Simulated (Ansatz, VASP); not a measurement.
SnO2: VASP beside Ansatz

```xyz
6
Lattice="4.4832 0.0000 0.0000 0.0000 4.4832 0.0000 0.0000 0.0000 3.1146" Properties=species:S:1:pos:R:3 pbc="T T T"
Sn    0.0000    0.0000    0.0000
Sn    2.2416    2.2416    1.5573
O     1.3690    1.3690    0.0000
O     3.1142    3.1142    0.0000
O     3.6106    0.8726    1.5573
O     0.8726    3.6106    1.5573
```

Change from the starting cell: volume scaled by 0.88, PAW files.

Alike in both runs: task single point; functional LDA; k mesh 8 × 8 × 11; occupations fermi-dirac, width 0.08 eV; no spin polarisation.

|  | VASP | Ansatz |
| --- | --- | --- |
| version | VASP 6.6.1 | Ansatz 0.2.0 |
| potentials or method | VASP PAW LDA potentials, release 64 (Sn_d, O) | PAW with Ansatz's default frozen-core files, scalar-relativistic |
| plane-wave cutoff (eV) | 520 | 420 |
| valence electrons in the cell | 52 | 52 |

Ansatz gave:

* pressure (GPa): 35.9
* traceless stress, the component that is largest in VASP (GPa): 0.01
* rms of the force components (eV/Å): 0.000

Task: What did VASP give for the same quantities?

Result: Pressure (GPa): 37.5; traceless stress, the component that is largest in VASP (GPa): 0.39; rms of the force components (eV/Å): 0.009.

LDA's correlation is that of Perdew and Zunger in VASP and of Perdew and Wang (1992) in Ansatz. Atom by atom the forces differ by 0.009 eV/Å (rms over components). Both programs put the cell under a high pressure, so it lies far from rest at this level.
